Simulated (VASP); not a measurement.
Here is a VASP 6.6.1 calculation.

File INCAR:

```
ALGO     = Normal         # electronic algorithm
EDIFF    = 1E-7           # SCF threshold, eV
EDIFFG   = -0.01          # ionic threshold
ENCUT    = 600            # plane-wave cutoff, eV
GGA      = PE             # functional
IBRION   = 2              # ionic algorithm
ISIF     = 3              # what is computed and relaxed
ISMEAR   = 0              # smearing method
IVDW     = 12             # dispersion correction
LASPH    = T              # aspherical terms in the spheres
LCHARG   = F              # write CHGCAR
LREAL    = F              # projectors in reciprocal space
LWAVE    = F              # write WAVECAR
NELM     = 80             # most SCF steps
NSW      = 100            # ionic steps
PREC     = Accurate       # precision mode
SIGMA    = 0.1            # smearing width, eV
```

KPOINTS

```
k-points
0
Gamma
  14 14 14
```

File POSCAR:

```
P2C2O
1.0
   -1.8378121930      1.8378121930      3.1078213308
    1.8378121930     -1.8378121930      3.1078213308
    1.8378121930      1.8378121930     -3.1078213308
P C O
2 2 1
Direct
    0.7500000000      0.2500000000      0.5000000000
    0.2500000000      0.7500000000      0.5000000000
    0.3797114596      0.3797114596      0.0000000000
    0.6202885404      0.6202885404      0.0000000000
    0.0000000000      0.0000000000      0.0000000000
```

Potentials or basis: VASP PAW PBE potentials, release 64 (P, C, O).

Command:

```sh
$ cat potpaw_PBE.64/P/POTCAR potpaw_PBE.64/C/POTCAR potpaw_PBE.64/O/POTCAR > POTCAR
$ mpirun -np 1 vasp_std > vasp.out
```

(1) Estimate the relaxed volume.

(2) Estimate the space group after relaxing (to 0.1 Å).

(3) Estimate the relaxed cell.

## Answers

(1) 8.36 Å³/atom.

(2) I4/mmm (No. 139).

(3) a = 4.047 Å, b = 4.047 Å, c = 4.047 Å, α = 126.10°, β = 126.10°, γ = 79.72°.
